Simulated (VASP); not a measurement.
Set up this calculation in VASP 6.6.1, as the native input.

```yaml
Task: single point
Functional: LDA
Potentials_or_basis: VASP PAW LDA potentials, release 64 (Y_sv, Tl_d)
Cutoff: 520 eV
k_mesh: 11 × 11 × 11
Occupations: fermi-dirac, width 0.08 eV
Spin: no spin polarisation
Dipole_correction: no
Further_INCAR_settings: ALGO = Normal; EDIFF = 1e-06; NBANDS = 19
```

The structure of YTl lies in POSCAR:

```
YTl
1.0
    3.7758417836      0.0000000000      0.0000000000
    0.0000000000      3.7758417836      0.0000000000
    0.0000000000      0.0000000000      3.7758417836
Y Tl
1 1
Direct
    0.5000000000      0.5000000000      0.5000000000
    0.0000000000      0.0000000000      0.0000000000
```

One way to write it, as run:

INCAR

```
SYSTEM = YTl
PREC = Accurate
ENCUT = 520
EDIFF = 1E-6
ISMEAR = -1
SIGMA = 0.08
LREAL = .False.
LASPH = .True.
NELM = 60
ALGO = Normal
ISIF = 2
LWAVE = .False.
LCHARG = .False.
NBANDS = 19
```

KPOINTS

```
regular mesh
0
Gamma
  11 11 11
  0 0 0
```

Potentials or basis: VASP PAW LDA potentials, release 64 (Y_sv, Tl_d).

Launch:

```sh
$ cat potpaw_LDA.64/Y_sv/POTCAR potpaw_LDA.64/Tl_d/POTCAR > POTCAR
$ mpirun -np 1 vasp_std > vasp.out
```

It gave:

```
Pressure               : -4.0 GPa
Band gap on the k mesh : zero (bands 12 and 13 overlap by 2.17 eV)
```

Caveat: the cell stands under tension; spin-orbit coupling is left out, which moves the levels of the heavy elements.

Wall time 21 s on 1 thread of AMD EPYC 9R45 96-Core Processor (Zen 5), with other jobs on the host, peak memory 0.17 GiB.
